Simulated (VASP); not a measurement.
# Pd (Fd-3m) in VASP: further runs

Pd is run at these levels: PBE; tasks: relaxation of cell and atoms.

Program: VASP 6.6.1. These are calculated values, not measurements. Logs are shortened: lines on timing, memory, paths and dates and some standing lists are left out, and cuts for length are marked.

**1. The cell of the first run**

The structure is cubic, space group Fd-3m (No. 227). Conventional cell: a = 5.112 Å, b = 5.112 Å, c = 5.112 Å, α = 90.00°, β = 90.00°, γ = 90.00°. Pd (site symmetry -43m) has 4 Pd at 2.21 Å within 2.9 Å.

This isn't the form of Pd at room conditions, which is fcc.

**2. Relaxation of cell and atoms, PBE, target pressure 22 GPa, at which the enthalpy is minimised**

Input file INCAR:

```
ALGO     = Normal         # electronic algorithm
EDIFF    = 1E-7           # SCF threshold, eV
EDIFFG   = -0.005         # ionic threshold
ENCUT    = 600            # plane-wave cutoff, eV
GGA      = PE             # functional
IBRION   = 2              # ionic algorithm
ISIF     = 3              # what is computed and relaxed
ISMEAR   = -1             # smearing method
LASPH    = True           # aspherical terms in the spheres
LCHARG   = False          # write CHGCAR
LREAL    = False          # projectors in reciprocal space
LWAVE    = False          # write WAVECAR
NELM     = 80             # most SCF steps
NSW      = 60             # ionic steps
PREC     = Accurate       # precision mode
PSTRESS  = 220.0        
SIGMA    = 0.08           # smearing width, eV
```

Input file KPOINTS:

```
k-points
0
Gamma
  13 13 13
```

Input file POSCAR:

```
Pd
1.0
    0.0000000000      2.5559735671      2.5559735671
    2.5559735671      0.0000000000      2.5559735671
    2.5559735671      2.5559735671      0.0000000000
Pd
2
Direct
   -0.1250000000     -0.1250000000     -0.1250000000
    0.1250000000      0.1250000000      0.1250000000
```

Potentials or basis: VASP PAW PBE potentials, release 64 (Pd).

Launch:

```console
> cat potpaw_PBE.64/Pd/POTCAR > POTCAR
> mpirun -np 1 vasp_std > vasp.out
```

OUTCAR:

```text
EDIFF = 1E-7
   EDIFFG = -0.005
   ENCUT = 600
   GGA = PE
   IBRION = 2
   ISIF = 3
   ISMEAR = -1
   LASPH = True
   LREAL = False
   NELM = 80
   NSW = 60
   PREC = Accurate
   PSTRESS = 220.0

 ion  position               nearest neighbor table
   1  0.875  0.875  0.875-   2 2.21   2 2.21   2 2.21   2 2.21
   2  0.125  0.125  0.125-   1 2.21   1 2.21   1 2.21   1 2.21

  LATTYP: Found a face centered cubic cell.
 ALAT       =     5.1119471342

  Lattice vectors:

 A1 = (   0.0000000000,   2.5559735671,   2.5559735671)
 A2 = (   2.5559735671,   0.0000000000,   2.5559735671)
 A3 = (   2.5559735671,   2.5559735671,   0.0000000000)

Analysis of symmetry for initial positions (statically):
=====================================================================
 Subroutine PRICEL returns:
 Original cell was already a primitive cell.

 Routine SETGRP: Setting up the symmetry group for a
 face centered cubic supercell.

 Subroutine GETGRP returns: Found 48 space group operations
 (whereof 12 operations were pure point group operations)
 out of a pool of 48 trial point group operations.

The static configuration has the point symmetry D_3d.
 The point group associated with its full space group is O_h .

Analysis of symmetry for dynamics (positions and initial velocities):
=====================================================================
 Subroutine PRICEL returns:
 Original cell was already a primitive cell.

 Routine SETGRP: Setting up the symmetry group for a
 face centered cubic supercell.

 Subroutine GETGRP returns: Found 48 space group operations
 (whereof 12 operations were pure point group operations)
 out of a pool of 48 trial point group operations.

The dynamic configuration has the point symmetry D_3d.
 The point group associated with its full space group is O_h .

 Subroutine INISYM returns: Found 48 space group operations
 (whereof 12 operations are pure point group operations),
 and found     1 'primitive' translations

----------------------------------------------------------------------------------------

                                     Primitive cell

  volume of cell :      33.3964

  direct lattice vectors                    reciprocal lattice vectors
     0.000000000  2.555973567  2.555973567    -0.195620176  0.195620176  0.195620176
     2.555973567  0.000000000  2.555973567     0.195620176 -0.195620176  0.195620176
     2.555973567  2.555973567  0.000000000     0.195620176  0.195620176 -0.195620176

  length of vectors
     3.614692484  3.614692484  3.614692484     0.338824084  0.338824084  0.338824084

  position of ions in fractional coordinates (direct lattice)
     0.875000000  0.875000000  0.875000000
     0.125000000  0.125000000  0.125000000

  ion indices of the primitive-cell ions
   primitive index   ion index
                 1           1
                 2           2

----------------------------------------------------------------------------------------

 KPOINTS: k-points

Automatic generation of k-mesh.
 Grid dimensions read from file:
 generate k-points for:   13   13   13

 Generating k-lattice:

  Cartesian coordinates                     Fractional coordinates (reciprocal lattice)
    -0.015047706  0.015047706  0.015047706     0.076923077  0.000000000  0.000000000
     0.015047706 -0.015047706  0.015047706     0.000000000  0.076923077  0.000000000
     0.015047706  0.015047706 -0.015047706     0.000000000  0.000000000  0.076923077

  Length of vectors
     0.026063391  0.026063391  0.026063391

  Shift w.r.t. Gamma in fractional coordinates (k-lattice)
     0.000000000  0.000000000  0.000000000

 Subroutine IBZKPT returns following result:
 ===========================================

 Found     84 irreducible k-points:

 Following reciprocal coordinates:
            Coordinates               Weight
  0.000000  0.000000  0.000000      1.000000
  0.076923  0.000000  0.000000      8.000000
  0.153846  0.000000  0.000000      8.000000
  0.230769  0.000000  0.000000      8.000000
  0.307692  0.000000  0.000000      8.000000
  0.384615  0.000000  0.000000      8.000000
[... 16 lines left out ...]
  0.384615  0.153846  0.000000     24.000000
  0.461538  0.153846  0.000000     24.000000
 [... further k-points ...]
   k-points           NKPTS =     84   k-points in BZ     NKDIM =     84   number of bands    NBANDS=     14
   number of dos      NEDOS =    301   number of ions     NIONS =      2
   total plane-waves  NPLWV =  27000
   dimension x,y,z NGX =    30 NGY =   30 NGZ =   30
   dimension x,y,z NGXF=    60 NGYF=   60 NGZF=   60
   ions per type =               2
   NGX,Y,Z   is equivalent  to a cutoff of  13.80, 13.80, 13.80 a.u.
   NGXF,Y,Z  is equivalent  to a cutoff of  27.60, 27.60, 27.60 a.u.
 SYSTEM =  unknown system
   PREC   = accura    normal or accurate (medium, high low for compatibility)
   ISTART =      0    job   : 0-new  1-cont  2-samecut
   ICHARG =      2    charge: 1-file 2-atom 10-const
   ISPIN  =      1    spin polarized calculation?
   LNONCOLLINEAR =      F non collinear calculations
   LSORBIT =      F    spin-orbit coupling
   LASPH  =      T    aspherical Exc in radial PAW
   ENCUT  =  600.0 eV  44.10 Ry    6.64 a.u.   7.22  7.22  7.22*2*pi/ulx,y,z
   NELM   =     80;   NELMIN=  2; NELMDL= -5     # of ELM steps
   EDIFF  = 0.1E-06   stopping-criterion for ELM
   LREAL  =      F    real-space projection
   EDIFFG = -.5E-02   stopping-criterion for IOM
   NSW    =     60    number of steps for IOM
   IBRION =      2    ionic relax: 0-MD 1-quasi-New 2-CG
   NFREE  =      1    steps in history (QN), initial steepest desc. (CG)
   ISIF   =      3    stress and relaxation
   ISYM   =      2    0-nonsym 1-usesym 2-fastsym
   POTIM  = 0.5000    time-step for ionic-motion
   TEBEG  =    0.0;   TEEND  =   0.0 temperature during run
   PSTRESS=  220.0 pullay stress
   NELECT =      20.0000    total number of electrons
   NUPDOWN=      -1.0000    fix difference up-down
   EMIN   =  10.00;   EMAX   =-10.00  energy-range for DOS
   EFERMI =   0.00;   METHOD = LEGACY
   ISMEAR =    -1;   SIGMA  =   0.08  broadening in eV -4-tet -1-fermi 0-gaus
   EFERMI_NEDOS =   21; number of points for ismear=-14 and -15
   IALGO  =     38    algorithm
   IMIX   =      4    mixing-type and parameters
     AMIX     =   0.40;   BMIX     =  1.00
     AMIX_MAG =   1.60;   BMIX_MAG =  1.00
  volume/ion in A,a.u.               =      16.70       112.68
  Fermi-wavevector in a.u.,A,eV,Ry     =   1.379913  2.607658 25.907680  1.904161
  Thomas-Fermi vector in A             =   2.504839
   LORBIT       =      0    0 simple, 1 ext, 2 COOP (PROOUT), +10 PAW based schemes
   GGA     = PE    functional components
   LHFCALC =     F    Hartree Fock is set to
   AEXX    =    0.0000 exact exchange contribution
   IVDW    =     0    specifies the selected vdW correction
   LEPSILON=     F    determine dielectric tensor
   LRPA    =     F    only Hartree local field effects (RPA)
 conjugate gradient relaxation of ions
 non-spin polarized calculation
  energy-cutoff  :      600.00
  volume of cell :       33.40
 maximum number of plane-waves:      1139
 NGX is ok and might be reduce to    30
   NGX = 15   NGY = 15   NGZ = 15

--------------------------------------- Ionic step        1  -------------------------------------------

 number of electron      20.0000007 magnetization

 Free energy of the ion-electron system (eV)
  ---------------------------------------------------
  ext. energy  EPLUGINS =         0.00000000
  ---------------------------------------------------
  free energy    TOTEN  =        -6.01369817 eV

  energy without entropy =       -5.92031897  energy(sigma->0) =       -5.96700857

------------------------ aborting loop because EDIFF is reached ----------------------------------------

  FORCE on cell =-STRESS in cart. coord.  units (eV):
  Direction    XX          YY          ZZ          XY          YZ          ZX
  --------------------------------------------------------------------------------------
  -------------------------------------------------------------------------------------
  Total       14.0286959     14.0286959     14.0286959     -0.0000000      0.0000000     -0.0000000
  in kB      673.0213062    673.0213062    673.0213062     -0.0000000      0.0000000     -0.0000000
  external PRESSURE =     453.0213062 kB  Pullay stress =     220.0000000 kB
[... 23 lines left out ...]
  enthalpy is  TOTEN    =        -1.4279397822 eV   P V=        4.5857583835

--------------------------------------- Ionic step        2  -------------------------------------------

 number of electron      20.0000008 magnetization

 E-fermi :   1.8748     XC(G=0):  -8.7215

 val. band max:        1.8741812993   @ k =  -0.3077   0.3846   0.1538
 cond. band min:       1.8777729378   @ k =  -0.3077   0.4615   0.2308
 fundamental gap:      0.0035916385
 Fermi energy:         1.8747683962

 k-point     1 :       0.0000    0.0000    0.0000
  band No.  band energies     occupation
      1      -1.5038      2.00000
      2      -0.4342      2.00000
      3      -0.4342      2.00000
      4      -0.4074      2.00000
      5      -0.4074      2.00000
      6      -0.4074      2.00000
      7       0.9530      1.99998
      8       0.9530      1.99998
      9       0.9530      1.99998
     10       1.6953      1.80807
     11       1.6953      1.80807
     12      11.7038      0.00000
     13      11.7038      0.00000
     14      12.3528      0.00000
[... 502 lines left out ...]
  enthalpy is  TOTEN    =        -2.2308856438 eV   P V=        5.5374022696

--------------------------------------- Ionic step        5  -------------------------------------------

 number of electron      19.9999995 magnetization

 Free energy of the ion-electron system (eV)
  ---------------------------------------------------
  ext. energy  EPLUGINS =         0.00000000
  ---------------------------------------------------
  free energy    TOTEN  =        -7.73184368 eV

  energy without entropy =       -7.62157444  energy(sigma->0) =       -7.67670906

 E-fermi :   6.2150     XC(G=0): -11.0239

 val. band max:        6.2137979623   @ k =  -0.3077   0.3846   0.0769
 cond. band min:       6.2230293672   @ k =   0.1538   0.1538   0.0000
 fundamental gap:      0.0092314049
 Fermi energy:         6.2149681733

 k-point     1 :       0.0000    0.0000    0.0000
  band No.  band energies     occupation
      1       0.6147      2.00000
      2       1.7826      2.00000
      3       1.7826      2.00000
      4       2.0622      2.00000
      5       2.0622      2.00000
      6       2.0622      2.00000
      7       4.4530      2.00000
      8       4.4530      2.00000
      9       4.4530      2.00000
     10       6.0500      1.77442
     11       6.0500      1.77442
     12      19.2842      0.00000
     13      19.2842      0.00000
     14      19.7965      0.00000
[... 420 lines left out ...]
  FREE ENERGIE OF THE ION-ELECTRON SYSTEM (eV)
  ---------------------------------------------------
  free  energy   TOTEN  =        -7.7318436844 eV

  energy  without entropy=       -7.6215744377  energy(sigma->0) =       -7.67670906

  enthalpy is  TOTEN    =        -2.2318444308 eV   P V=        5.4999992537

 reached required accuracy - stopping structural energy minimisation
```

Run time: 99 s. Hardware: 1 thread of AMD EPYC 9R45 (Zen 5), shared host; peak memory 0.17 GiB.

Results:

* Free energy: -7.7318 eV
* Relaxed volume: 20.03 Å³/atom
* Relaxed cell: a = 3.841 Å, b = 3.841 Å, c = 3.841 Å, α = 60.00°, β = 60.00°, γ = 60.00°
* Space group after relaxing (to 0.1 Å): Fd-3m (No. 227)
* Energy change on relaxing (the run minimises the enthalpy): -859.1 meV/atom
* Ionic steps: 5
* Pressure after relaxing: 22.0 GPa
* Band gap on the k mesh: zero (bands 10 and 11 overlap by 0.53 eV)

Step by step:
| step | energy change (eV) | largest force (eV/Å) | pressure (GPa) | volume (Å³) |
| --- | --- | --- | --- | --- |
| 1 | 0.0000 | 0.0000 | 67.30 | 33.40 |
| 2 | -1.7745 | 0.0000 | -8.43 | 61.81 |
| 3 | -1.8748 | 0.0000 | 16.98 | 41.35 |
| 4 | -1.7546 | 0.0000 | 20.88 | 40.33 |
| 5 | -1.7181 | 0.0000 | 22.00 | 40.05 |

Final structure:
```xyz
2
Lattice="0.0000 2.7156 2.7156 2.7156 0.0000 2.7156 2.7156 2.7156 0.0000" Properties=species:S:1:pos:R:3 pbc="T T T"
Pd    4.7524    4.7524    4.7524
Pd    0.6789    0.6789    0.6789
```

Levels at points of the mesh, in eV from the Fermi level:
| k point | band 8 | band 9 | band 10 | band 11 | band 12 | band 13 |
| --- | --- | --- | --- | --- | --- | --- |
| (0.00, 0.00, 0.00) | -1.76 | -1.76 | -0.16 | -0.16 | 13.07 | 13.07 |

Caveat: the cell is relaxed towards a set pressure, so the run minimises the enthalpy, not the energy; the volume moved by over 15 % at a fixed basis, so the end points are rough.

**3. Relaxation of cell and atoms, PBE, target pressure 22 GPa, at which the enthalpy is minimised**

This run uses another cell than the first one, of 20.15 Å³/atom.

Input file INCAR:

```
SYSTEM = Pd
PREC = Accurate ; ENCUT = 600
EDIFF = 1E-6 ; ISMEAR = -1
SIGMA = 0.08 ; LREAL = .FALSE.
LASPH = .TRUE. ; NELM = 80
ALGO = Normal ; ISIF = 3
LWAVE = .FALSE. ; LCHARG = .FALSE.
GGA = PE ; IBRION = 2
NSW = 32 ; EDIFFG = -0.005
PSTRESS = 220.0
```

Input file KPOINTS:

```
Automatic mesh
0
G
  13 13 13
  0 0 0
```

Input file POSCAR:

```
Pd
1.0
    0.0000000000      2.7211983617      2.7211983617
    2.7211983617      0.0000000000      2.7211983617
    2.7211983617      2.7211983617      0.0000000000
Pd
2
Direct
   -0.1250000000     -0.1250000000     -0.1250000000
    0.1250000000      0.1250000000      0.1250000000
```

Potentials or basis: VASP PAW PBE potentials, release 64 (Pd).

Launch:

```console
> cat potpaw_PBE.64/Pd/POTCAR > POTCAR
> mpirun -np 1 vasp_std > vasp.out
```

Run time: 53 s. Hardware: 1 thread of AMD EPYC 9R45 (Zen 5), shared host; peak memory 0.19 GiB.

Results (log left out):

| Item | Value |
| --- | --- |
| Free energy | -7.7363 eV |
| Relaxed volume | 20.03 Å³/atom |
| Relaxed cell | a = 3.841 Å, b = 3.841 Å, c = 3.841 Å, α = 60.00°, β = 60.00°, γ = 60.00° |
| Space group after relaxing (to 0.1 Å) | Fd-3m (No. 227) |
| Energy change on relaxing (the run minimises the enthalpy) | +16.4 meV/atom |
| Ionic steps | 3 |
| Pressure after relaxing | 22.0 GPa |
| Band gap on the k mesh | zero (bands 10 and 11 overlap by 0.53 eV) |

Step by step:
| step | energy change (eV) | largest force (eV/Å) | pressure (GPa) | volume (Å³) |
| --- | --- | --- | --- | --- |
| 1 | 0.0000 | 0.0000 | 20.98 | 40.30 |
| 2 | 0.1042 | 0.0000 | 24.20 | 39.56 |
| 3 | 0.0329 | 0.0000 | 22.00 | 40.06 |

Final structure:
```cif
data_structure
_symmetry_space_group_name_H-M 'P 1'
_symmetry_Int_Tables_number 1
_cell_length_a 3.8405
_cell_length_b 3.8405
_cell_length_c 3.8405
_cell_angle_alpha 60.000
_cell_angle_beta 60.000
_cell_angle_gamma 60.000
_cell_volume 40.06
loop_
_atom_site_label
_atom_site_type_symbol
_atom_site_fract_x
_atom_site_fract_y
_atom_site_fract_z
_atom_site_occupancy
Pd1 Pd 0.87500 0.87500 0.87500 1
Pd2 Pd 0.12500 0.12500 0.12500 1
```

Levels at points of the mesh, in eV from the Fermi level:
```
           k point  band 6  band 7  band 8  band 9  band 10  band 11  band 12  band 13  band 14
(0.00, 0.00, 0.00)   -4.15   -1.76   -1.76   -1.76    -0.16    -0.16    13.07    13.07    13.09
```

Caveat: the cell is relaxed towards a set pressure, so the run minimises the enthalpy, not the energy.
